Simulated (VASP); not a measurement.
TaN: density of states with PBEsol

Crystal: TaN.

```
CELL_PARAMETERS angstrom
0.00000 2.17900 2.17900
2.17900 0.00000 2.17900
2.17900 2.17900 0.00000
ATOMIC_POSITIONS crystal
Ta 0.50000 0.50000 0.50000
N 0.00000 0.00000 0.00000
```

```yaml
Program: VASP 6.6.1
Task: density of states
Functional: PBEsol
Potentials_or_basis: VASP PAW PBE potentials, release 64 (Ta_pv, N)
Cutoff: 520 eV
k_mesh: 9 × 9 × 9
Occupations: fermi-dirac, width 0.02 eV
Spin: no spin polarisation
Dipole_correction: no
k_mesh_for_the_DOS: 14 × 14 × 14
Occupations_for_the_DOS: tetrahedron
Further_INCAR_settings: ALGO = Normal; EDIFF = 1e-06; NBANDS = 15
```

The valence electrons inside the program's atomic spheres are Ta 9.02; N 3.77.

Levels at points of the mesh, in eV from the Fermi level:
```csv
k point,band 5,band 6,band 7,band 8,band 9,band 10,band 11,band 12
"(0.00, 0.00, 0.00)",-3.84,-3.84,-3.84,-2.18,-2.18,-2.18,0.06,0.06
"(0.50, 0.00, 0.00)",-10.60,-7.76,-7.76,2.02,2.02,2.12,3.92,7.87
"(0.50, 0.50, 0.00)",-6.66,-5.66,-4.65,-4.65,2.20,3.74,3.74,4.88
```

Wall time 20 s on 1 thread of Intel Xeon 6975P-C, on a shared host, peak memory 0.16 GiB.

Caveat: spin-orbit coupling is left out, which moves the levels of the heavy elements.
